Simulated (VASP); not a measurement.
Input of a VASP 6.6.1 run:

The input INCAR:

```
SYSTEM = PtSe2
PREC = Accurate ; ENCUT = 520
EDIFF = 1E-6 ; ISMEAR = 0
SIGMA = 0.15 ; LREAL = .FALSE.
LASPH = .TRUE. ; NELM = 100
ALGO = Normal ; ISIF = 2
LWAVE = .FALSE. ; LCHARG = .FALSE.
GGA = PS ; NBANDS = 18
```

KPOINTS

```
Automatic mesh
0
G
  12 12 10
  0 0 0
```

POSCAR

```
PtSe2
1.0
    3.8729606288      0.0000000000      0.0000000000
   -1.9364803144      3.3540822924      0.0000000000
    0.0000000000      0.0000000000      5.4669600000
Pt Se
1 2
Direct
    0.0000000000      0.0000000000      0.0000000000
    0.3333333333      0.6666666667      0.2500000000
    0.6666666667      0.3333333333      0.7500000000
```

Potentials or basis: VASP PAW PBE potentials, release 64 (Pt, Se).

The run is started by

```sh
$ cat potpaw_PBE.64/Pt/POTCAR potpaw_PBE.64/Se/POTCAR > POTCAR
$ mpirun -np 1 vasp_std > vasp.out
```

Question: Estimate the largest force.

Answer: 1.329 eV/Å.

Question: Predict the band gap on the k mesh.

Answer: Zero (bands 11 and 12 overlap by 0.33 eV).

Stress tensor (GPa, compression positive):
```
-12.52   0.00   0.00
  0.00 -12.52   0.00
  0.00   0.00 -10.73
```

Caveat: the cell differs from its parent crystal (strain +0.040 along x and y, +0.080 along z); the cell stands under tension; the PAW data sets were made with another functional, which shifts forces and pressure a little; spin-orbit coupling is left out, which moves the levels of the heavy elements.
